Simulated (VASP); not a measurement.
The system is BN.

```
B N
1.0
     0.00000    1.80483    1.80483
     1.80483    0.00000    1.80483
     1.80483    1.80483    0.00000
B N
1 1
Cartesian
  0.0000 0.0000 0.0000
  0.9024 0.9024 0.9024
```

Program: VASP 6.6.1. Alike in all runs: task single point; potentials or basis VASP PAW PBE potentials, release 64 (B, N); no spin polarisation; cell as given; cutoff (eV) 520; smearing gaussian 0.01 eV.

Order these runs on this cell by their pressure, lowest first.
A. level HSE06; k mesh 6 × 6 × 6; grid for exact exchange (PRECFOCK) Normal; screening parameter 0.2079 1/Å
B. level r2SCAN; k mesh 10 × 10 × 10
C. level PBE; k mesh 10 × 10 × 10

A (-3.9 GPa), B (1.1 GPa), C (5.0 GPa).

Caveats: some runs use coarse meshes; the PAW data sets were made with another functional, which shifts forces and pressure a little (some runs).
